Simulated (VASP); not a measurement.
Crystal: Mn.

```xyz
1
Lattice="-1.5300 1.5300 1.5300 1.5300 -1.5300 1.5300 1.5300 1.5300 -1.5300" Properties=species:S:1:pos:R:3 pbc="T T T"
Mn    0.0000    0.0000    0.0000
```

* Program: VASP 6.6.1
* Task: relaxation of cell and atoms
* Functional: r2SCAN
* Potentials or basis: VASP PAW PBE potentials, release 64 (Mn_pv)
* Cutoff: 600 eV
* k mesh: 8 × 8 × 8
* Occupations: gaussian, width 0.1 eV
* Spin: collinear spin, ferromagnetic start
* Starting moments: [4.15] μB

At the start: pressure 11.8 GPa; volume 14.33 Å³/atom.

Problem. Where does the relaxation end?

Solution. Over 3 steps the energy falls by 44.1 meV/atom and the volume is 15.61 Å³/atom (+9.0 %); space group Im-3m (No. 229, to 0.05 Å); moment 3.81 μB per cell.

The path:
```
step  energy change (eV)  largest force (eV/Å)  pressure (GPa)  volume (Å³)
   1              0.0000                0.0000           11.76        14.33
   2             -0.0226                0.0000           -6.19        16.62
   3             -0.0441                0.0000           -0.07        15.61
```

Final structure:
```cif
data_structure
_symmetry_space_group_name_H-M 'P 1'
_symmetry_Int_Tables_number 1
_cell_length_a 2.7270
_cell_length_b 2.7270
_cell_length_c 2.7270
_cell_angle_alpha 109.471
_cell_angle_beta 109.471
_cell_angle_gamma 109.471
_cell_volume 15.61
loop_
_atom_site_label
_atom_site_type_symbol
_atom_site_fract_x
_atom_site_fract_y
_atom_site_fract_z
_atom_site_occupancy
Mn1 Mn 0.00000 0.00000 0.00000 1
```

Caveat: the k points lie up to 0.35 Å⁻¹ apart in the final cell; the PAW data sets were made with another functional, which shifts forces and pressure a little.
